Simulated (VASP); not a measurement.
# V (Im-3m) in VASP: settings compared

The runs below take V through single point, relaxation of cell and atoms, with PBEsol, PBE.

Everything below comes from runs of VASP 6.6.1. Logs are shortened: lines on timing, memory, paths and dates and some standing lists are left out, and cuts for length are marked.

**1. The cell of the first run**

It takes space group Im-3m (No. 229, cubic). Conventional cell: a = 2.958 Å, b = 2.958 Å, c = 2.958 Å, α = 90.00°, β = 90.00°, γ = 90.00°. Within 3.4 Å of V (site symmetry m-3m) lie 14 V at 2.56 to 2.96 Å.

**2. Single point, PBEsol**

Contents of INCAR:

```
SYSTEM = V
  PREC = Accurate
  ENCUT = 520
  EDIFF = 1E-6
  ISMEAR = 1
  SIGMA = 0.1
  LREAL = .False.
  LASPH = .True.
  NELM = 100
  ALGO = Normal
  ISIF = 2
  LWAVE = .False.
  LCHARG = .False.
  GGA = PS
  NBANDS = 12
```

Contents of KPOINTS:

```
regular mesh
0
Gamma
  25 25 25
  0 0 0
```

Contents of POSCAR:

```
V
1.0
   -1.4791062014      1.4791062014      1.4791062014
    1.4791062014     -1.4791062014      1.4791062014
    1.4791062014      1.4791062014     -1.4791062014
V
1
Direct
    0.0000000000      0.0000000000      0.0000000000
```

Potentials or basis: VASP PAW PBE potentials, release 64 (V_sv).

Run with:

```
cat potpaw_PBE.64/V_sv/POTCAR > POTCAR
mpirun -np 1 vasp_std > vasp.out
```

OUTCAR:

```text
SYSTEM = V
   PREC = Accurate
   ENCUT = 520
   EDIFF = 1E-6
   ISMEAR = 1
   LREAL = .False.
   LASPH = .True.
   NELM = 100
   ISIF = 2
   GGA = PS

 ion  position               nearest neighbor table
   1  0.000  0.000  0.000-

  LATTYP: Found a body centered cubic cell.
 ALAT       =     2.9582124028

  Lattice vectors:

 A1 = (  -1.4791062014,   1.4791062014,   1.4791062014)
 A2 = (   1.4791062014,  -1.4791062014,   1.4791062014)
 A3 = (   1.4791062014,   1.4791062014,  -1.4791062014)

Analysis of symmetry for initial positions (statically):
=====================================================================
 Subroutine PRICEL returns:
 Original cell was already a primitive cell.

 Routine SETGRP: Setting up the symmetry group for a
 body centered cubic supercell.

 Subroutine GETGRP returns: Found 48 space group operations
 (whereof 48 operations were pure point group operations)
 out of a pool of 48 trial point group operations.

The static configuration has the point symmetry O_h .

Analysis of symmetry for dynamics (positions and initial velocities):
=====================================================================
 Subroutine PRICEL returns:
 Original cell was already a primitive cell.

 Routine SETGRP: Setting up the symmetry group for a
 body centered cubic supercell.

 Subroutine GETGRP returns: Found 48 space group operations
 (whereof 48 operations were pure point group operations)
 out of a pool of 48 trial point group operations.

The dynamic configuration has the point symmetry O_h .

 Subroutine INISYM returns: Found 48 space group operations
 (whereof 48 operations are pure point group operations),
 and found     1 'primitive' translations

----------------------------------------------------------------------------------------

                                     Primitive cell

  volume of cell :      12.9437

  direct lattice vectors                    reciprocal lattice vectors
    -1.479106201  1.479106201  1.479106201     0.000000000  0.338041987  0.338041987
     1.479106201 -1.479106201  1.479106201     0.338041987  0.000000000  0.338041987
     1.479106201  1.479106201 -1.479106201     0.338041987  0.338041987  0.000000000

  length of vectors
     2.561887091  2.561887091  2.561887091     0.478063563  0.478063563  0.478063563

[... 77 lines left out ...]
   NELM   =    100;   NELMIN=  2; NELMDL= -5     # of ELM steps
   EDIFF  = 0.1E-05   stopping-criterion for ELM
   LREAL  =      F    real-space projection
   EDIFFG = 0.1E-04   stopping-criterion for IOM
   NSW    =      0    number of steps for IOM
   IBRION =     -1    ionic relax: 0-MD 1-quasi-New 2-CG
   NFREE  =      0    steps in history (QN), initial steepest desc. (CG)
   ISIF   =      2    stress and relaxation
   ISYM   =      2    0-nonsym 1-usesym 2-fastsym
   POTIM  = 0.5000    time-step for ionic-motion
   TEBEG  =    0.0;   TEEND  =   0.0 temperature during run
   PSTRESS=    0.0 pullay stress
   NELECT =      13.0000    total number of electrons
   NUPDOWN=      -1.0000    fix difference up-down
   EMIN   =  10.00;   EMAX   =-10.00  energy-range for DOS
   EFERMI =   0.00;   METHOD = LEGACY
   ISMEAR =     1;   SIGMA  =   0.10  broadening in eV -4-tet -1-fermi 0-gaus
   EFERMI_NEDOS =   21; number of points for ismear=-14 and -15
   IALGO  =     38    algorithm
   IMIX   =      4    mixing-type and parameters
     AMIX     =   0.40;   BMIX     =  1.00
     AMIX_MAG =   1.60;   BMIX_MAG =  1.00
  volume/ion in A,a.u.               =      12.94        87.35
  Fermi-wavevector in a.u.,A,eV,Ry     =   1.639469  3.098148 36.570545  2.687859
  Thomas-Fermi vector in A             =   2.730270
   LORBIT       =      0    0 simple, 1 ext, 2 COOP (PROOUT), +10 PAW based schemes
   GGA     = PS    functional components
   LHFCALC =     F    Hartree Fock is set to
   AEXX    =    0.0000 exact exchange contribution
   IVDW    =     0    specifies the selected vdW correction
   LEPSILON=     F    determine dielectric tensor
   LRPA    =     F    only Hartree local field effects (RPA)
 non-spin polarized calculation
 Methfessel and Paxton  Order N= 1 SIGMA  =   0.10
  energy-cutoff  :      520.00
  volume of cell :       12.94
 maximum number of plane-waves:       370
   NGX =  9   NGY =  9   NGZ =  9

 number of electron      13.0000002 magnetization

 Free energy of the ion-electron system (eV)
  ---------------------------------------------------
  ext. energy  EPLUGINS =         0.00000000
  ---------------------------------------------------
  free energy    TOTEN  =        -9.63485050 eV

  energy without entropy =       -9.63487973  energy(sigma->0) =       -9.63486024

 E-fermi :  10.0603     XC(G=0): -13.2785

 val. band max:       10.0601913327   @ k =   0.1600   0.0000   0.0000
 cond. band min:      10.0610697186   @ k =  -0.3200   0.3200   0.1600
 fundamental gap:      0.0008783859
 Fermi energy:        10.0603086769

 k-point     1 :       0.0000    0.0000    0.0000
  band No.  band energies     occupation
      1     -53.3664      2.00000
      2     -26.6978      2.00000
      3     -26.6978      2.00000
      4     -26.6978      2.00000
      5       3.3836      2.00000
      6      10.4839     -0.00000
      7      10.4839     -0.00000
      8      10.4839     -0.00000
      9      12.5916      0.00000
     10      12.5916      0.00000
     11      30.8634      0.00000
     12      30.8634      0.00000
[... 331 lines left out ...]
 k-point    24 :       0.4400    0.0400    0.0000
  band No.  band energies     occupation
      1     -53.1333      2.00000
      2     -27.7098      2.00000
      3     -27.0172      2.00000
      4     -26.7133      2.00000
      5       6.7839      2.00000
      6       8.8807      2.00000
      7      11.5104     -0.00000
      8      12.5988      0.00000
      9      13.0602      0.00000
     10      14.4496      0.00000
     11      20.9897      0.00000
     12      26.2991      0.00000

 [... further k-points ...]
[... 5 lines left out ...]
  --------------------------------------------------------------------------------------
  -------------------------------------------------------------------------------------
  Total        0.0150087      0.0150087      0.0150087      0.0000000      0.0000000     -0.0000000
  in kB        1.8577796      1.8577796      1.8577796      0.0000000      0.0000000     -0.0000000
  external PRESSURE =       1.8577796 kB  Pullay stress =       0.0000000 kB

 VOLUME and BASIS-vectors are now :
 -----------------------------------------------------------------------------
  energy-cutoff  :      520.00
  volume of cell :       12.94
      direct lattice vectors                 reciprocal lattice vectors
    -1.479106201  1.479106201  1.479106201     0.000000000  0.338041987  0.338041987
     1.479106201 -1.479106201  1.479106201     0.338041987  0.000000000  0.338041987
     1.479106201  1.479106201 -1.479106201     0.338041987  0.338041987  0.000000000

 POSITION                                       TOTAL-FORCE (eV/Angst)
 -----------------------------------------------------------------------------------
      0.00000      0.00000      0.00000         0.000000     -0.000000     -0.000000
 -----------------------------------------------------------------------------------
    total drift:                                0.000000     -0.000000      0.000000

  FREE ENERGIE OF THE ION-ELECTRON SYSTEM (eV)
  ---------------------------------------------------
  free  energy   TOTEN  =        -9.6348504962 eV

  energy  without entropy=       -9.6348797264  energy(sigma->0) =       -9.63486024
```

OSZICAR:

```text
N       E                     dE             d eps       ncg     rms          rms(c)
DAV:   1     0.890839568517E+02    0.89084E+02   -0.70385E+03 10972   0.118E+03
DAV:   2    -0.987640509122E+01   -0.98960E+02   -0.96080E+02 11184   0.330E+02
DAV:   3    -0.111294163794E+02   -0.12530E+01   -0.12485E+01 12028   0.434E+01
DAV:   4    -0.111355476208E+02   -0.61312E-02   -0.61311E-02 11792   0.322E+00
DAV:   5    -0.111356198357E+02   -0.72215E-04   -0.72214E-04 11940   0.330E-01    0.205E+01
DAV:   6    -0.966639987822E+01    0.14692E+01   -0.32463E+00 11392   0.302E+01    0.203E+00
DAV:   7    -0.964435431444E+01    0.22046E-01   -0.30226E-02 11536   0.207E+00    0.111E+00
DAV:   8    -0.963480038438E+01    0.95539E-02   -0.48551E-03 11668   0.106E+00    0.616E-02
DAV:   9    -0.963484412366E+01   -0.43739E-04   -0.14111E-04 11252   0.176E-01    0.443E-02
DAV:  10    -0.963485030787E+01   -0.61842E-05   -0.62283E-06 11796   0.369E-02    0.425E-03
DAV:  11    -0.963485049623E+01   -0.18836E-06   -0.66200E-07  6140   0.139E-02
   1 F= -.96348505E+01 E0= -.96348602E+01  d E =0.292302E-04
```

Wall time 47 s (1 thread of Intel Xeon Platinum 8259CL at 2.50GHz (Skylake/Cascade Lake), shared host); peak memory 0.18 GiB.

What came out:

| Property | Result |
| --- | --- |
| Free energy | -9.6349 eV |
| Pressure | 0.2 GPa |

Caveat: the PAW data sets were made with another functional, which shifts forces and pressure a little.

**3. Single point, PBE**

This run uses another cell than the first one, of 13.45 Å³/atom, 1.039 times its volume.

Contents of INCAR:

```
SYSTEM = V
PREC = Accurate
ENCUT = 520
EDIFF = 1E-6
ISMEAR = 1
SIGMA = 0.1
LREAL = .False.
LASPH = .True.
NELM = 80
ALGO = Normal
ISIF = 2
LWAVE = .False.
LCHARG = .False.
GGA = PE
NBANDS = 12
```

KPOINTS is that of step 2.

Contents of POSCAR:

```
V
1.0
   -1.4981859340      1.4981859340      1.4981859340
    1.4981859340     -1.4981859340      1.4981859340
    1.4981859340      1.4981859340     -1.4981859340
V
1
Direct
    0.0000000000      0.0000000000      0.0000000000
```

Potentials or basis: VASP PAW PBE potentials, release 64 (V_sv).

Run with:

```
cat potpaw_PBE.64/V_sv/POTCAR > POTCAR
mpirun -np 1 vasp_std > vasp.out
```

It took 48 s on 1 thread of Intel Xeon Platinum 8259CL at 2.50GHz (Skylake/Cascade Lake), shared host; peak memory 0.18 GiB.

It converged, with:

```yaml
Free_energy: -8.9920 eV
Pressure: 0.2 GPa
```

Levels at points of the mesh, in eV from the Fermi level:
```csv
k point,band 5,band 6,band 7,band 8,band 9,band 10
"(0.00, 0.00, 0.00)",-6.59,0.41,0.41,0.41,2.43,2.43
```

**4. Relaxation of cell and atoms, PBEsol**

This run uses another cell than the first one, of 13.77 Å³/atom, 1.064 times its volume.

Contents of INCAR:

```
PREC = Accurate
ENCUT = 600
EDIFF = 1E-7
ISMEAR = 1
SIGMA = 0.1
LREAL = F
LASPH = T
NELM = 60
ALGO = Normal
ISIF = 3
LWAVE = F
LCHARG = F
GGA = PS
IBRION = 2
NSW = 60
EDIFFG = -0.005
```

Contents of KPOINTS:

```
regular mesh
0
Gamma
  25 25 25
```

Contents of POSCAR:

```
V
1.0
   -1.5100000000      1.5100000000      1.5100000000
    1.5100000000     -1.5100000000      1.5100000000
    1.5100000000      1.5100000000     -1.5100000000
V
1
Direct
    0.0000000000      0.0000000000      0.0000000000
```

Run with:

```
cat potpaw_PBE.64/V_sv/POTCAR > POTCAR
mpirun -np 1 vasp_std > vasp.out
```

Run time: 2.2 min. Hardware: 1 thread of Intel Xeon Platinum 8259CL at 2.50GHz (Skylake/Cascade Lake), shared host; peak memory 0.22 GiB.

It converged, with:

```
Free energy                            : -9.6357 eV
Relaxed volume                         : 12.95 Å³/atom
Relaxed cell                           : a = 2.562 Å, b = 2.562 Å, c = 2.562 Å, α = 109.47°, β = 109.47°, γ = 109.47°
Space group after relaxing (to 0.05 Å) : Im-3m (No. 229)
Energy gained by relaxing              : 29.1 meV/atom
Ionic steps                            : 4
Pressure after relaxing                : 0.0 GPa
```

Step by step:
| step | energy change (eV) | largest force (eV/Å) | pressure (GPa) | volume (Å³) |
| --- | --- | --- | --- | --- |
| 1 | 0.0000 | 0.0000 | -10.79 | 13.77 |
| 2 | 0.0189 | 0.0000 | 17.26 | 12.00 |
| 3 | -0.0291 | 0.0000 | -0.21 | 12.96 |
| 4 | -0.0291 | 0.0000 | 0.04 | 12.95 |

Final structure:
```
CELL_PARAMETERS angstrom
-1.47928 1.47928 1.47928
1.47928 -1.47928 1.47928
1.47928 1.47928 -1.47928
ATOMIC_POSITIONS crystal
V 0.00000 0.00000 0.00000
```

Levels at points of the mesh, in eV from the Fermi level:
| k point | band 3 | band 4 | band 5 | band 6 | band 7 | band 8 | band 9 | band 10 |
| --- | --- | --- | --- | --- | --- | --- | --- | --- |
| (0.00, 0.00, 0.00) | -36.76 | -36.76 | -6.68 | 0.42 | 0.42 | 0.42 | 2.53 | 2.53 |

Caveat: the PAW data sets were made with another functional, which shifts forces and pressure a little.

**5. Relaxation of cell and atoms, PBE**

This run uses another cell than the first one, of 13.77 Å³/atom, 1.064 times its volume.

Contents of INCAR:

```
PREC     = Accurate       # precision mode
ENCUT    = 600            # plane-wave cutoff, eV
EDIFF    = 1E-7           # SCF threshold, eV
ISMEAR   = 1              # smearing method
SIGMA    = 0.1            # smearing width, eV
LREAL    = F              # projectors in reciprocal space
LASPH    = T              # aspherical terms in the spheres
NELM     = 80             # most SCF steps
ALGO     = Normal         # electronic algorithm
ISIF     = 3              # what is computed and relaxed
LWAVE    = F              # write WAVECAR
LCHARG   = F              # write CHGCAR
GGA      = PE             # functional
IBRION   = 2              # ionic algorithm
NSW      = 60             # ionic steps
EDIFFG   = -0.005         # ionic threshold
```

Contents of KPOINTS:

```
Automatic mesh
0
Gamma
  25 25 25
```

POSCAR is that of step 4.

Run with:

```
cat potpaw_PBE.64/V_sv/POTCAR > POTCAR
mpirun -np 1 vasp_std > vasp.out
```

Run time: 1.9 min. Hardware: 1 thread of Intel Xeon Platinum 8259CL at 2.50GHz (Skylake/Cascade Lake), shared host; peak memory 0.22 GiB.

Results (log left out):

```
Free energy                            : -8.9922 eV
Relaxed volume                         : 13.46 Å³/atom
Relaxed cell                           : a = 2.596 Å, b = 2.596 Å, c = 2.596 Å, α = 109.47°, β = 109.47°, γ = 109.47°
Space group after relaxing (to 0.05 Å) : Im-3m (No. 229)
Energy gained by relaxing              : 4.0 meV/atom
Ionic steps                            : 3
Pressure after relaxing                : 0.0 GPa
```

The path:
```csv
step,energy change (eV),largest force (eV/Å),pressure (GPa),volume (Å³)
1,0.0000,0.0000,-3.99,13.77
2,0.0018,0.0000,5.24,13.10
3,-0.0040,0.0000,-0.02,13.46
```

Final structure:
```xyz
1
Lattice="-1.4986 1.4986 1.4986 1.4986 -1.4986 1.4986 1.4986 1.4986 -1.4986" Properties=species:S:1:pos:R:3 pbc="T T T"
V     0.0000    0.0000    0.0000
```

Levels at points of the mesh, in eV from the Fermi level:
| k point | band 3 | band 4 | band 5 | band 6 | band 7 | band 8 | band 9 | band 10 |
| --- | --- | --- | --- | --- | --- | --- | --- | --- |
| (0.00, 0.00, 0.00) | -37.02 | -37.02 | -6.59 | 0.41 | 0.41 | 0.41 | 2.42 | 2.42 |

**6. Overview**

| task | level | cell | cutoff (eV) | gap on the mesh (eV) | pressure (GPa) | relaxed volume (Å³/atom) |
| --- | --- | --- | --- | --- | --- | --- |
| single point | PBEsol | a = 2.562 Å, angles 109.5°, 1 atom | 520 | none | 0.2 | - |
| single point | PBE | a = 2.595 Å, angles 109.5°, 1 atom | 520 | none | 0.2 | - |
| relaxation of cell and atoms | PBEsol | relaxed from a = 2.615 Å, angles 109.5°, 1 atom | 600 | none | 0.0 | 12.95 |
| relaxation of cell and atoms | PBE | relaxed from a = 2.615 Å, angles 109.5°, 1 atom | 600 | none | 0.0 | 13.46 |

Alike in all rows: potentials or basis VASP PAW PBE potentials, release 64 (V_sv); no spin polarisation; k mesh 25 × 25 × 25; smearing methfessel-paxton 0.1 eV.

Caveats: the PAW data sets were made with another functional, which shifts forces and pressure a little (some runs).

Absolute energies hang on the potentials; compare differences alone.
